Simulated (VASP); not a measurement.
**TePb3Se2: single point with PBE**

Crystal: TePb3Se2.

```
CELL_PARAMETERS angstrom
-2.21352 2.21352 9.39115
2.21352 -2.21352 9.39115
2.21352 2.21352 -9.39115
ATOMIC_POSITIONS crystal
Te 0.00000 0.00000 0.00000
Pb 0.83333 0.83333 0.00000
Pb 0.50000 0.50000 0.00000
Pb 0.16667 0.16667 0.00000
Se 0.66667 0.66667 0.00000
Se 0.33333 0.33333 0.00000
```

| Property | Result |
| --- | --- |
| Program | VASP 6.6.1 |
| Task | single point |
| Functional | PBE |
| Potentials or basis | VASP PAW PBE potentials, release 64 (Te, Pb_d, Se) |
| Cutoff | 520 eV |
| k mesh | 6 × 6 × 6 |
| Occupations | gaussian, width 0.1 eV |
| Spin | no spin polarisation |
| Dipole correction | no |
| Further INCAR settings | ALGO = Normal; EDIFF = 1e-07; NBANDS = 39 |

| Quantity | Value |
| --- | --- |
| Pressure | 1.9 GPa |
| Largest force | 0.406 eV/Å |
| Band gap on the k mesh | 0.42 eV |

Forces on the atoms (eV/Å):
```
Te   0.000  0.000  0.000
Pb   0.000  0.000 -0.406
Pb   0.000  0.000  0.000
Pb   0.000  0.000  0.406
Se   0.000  0.000 -0.062
Se   0.000  0.000  0.062
```

Levels at points of the mesh, in eV from the valence-band top:
```tsv
k point	band 28	band 29	band 30	band 31	band 32	band 33
(0.00, 0.00, 0.00)	-1.62	-1.62	-1.62	3.65	3.80	4.05
(0.50, 0.00, 0.00)	-0.70	-0.53	0.00	0.42	1.31	1.32
(0.50, 0.50, 0.00)	-2.97	-1.47	-1.42	2.84	2.91	3.57
(0.50, 0.50, 0.50)	-2.00	-0.74	-0.51	1.85	2.00	3.50
```

It used 2600 s of CPU time on 1 thread of AMD EPYC 7R13 Processor (Zen 3), with other jobs on the host.

Caveat: spin-orbit coupling is left out, which moves the levels of the heavy elements. A k mesh can miss the band edges.
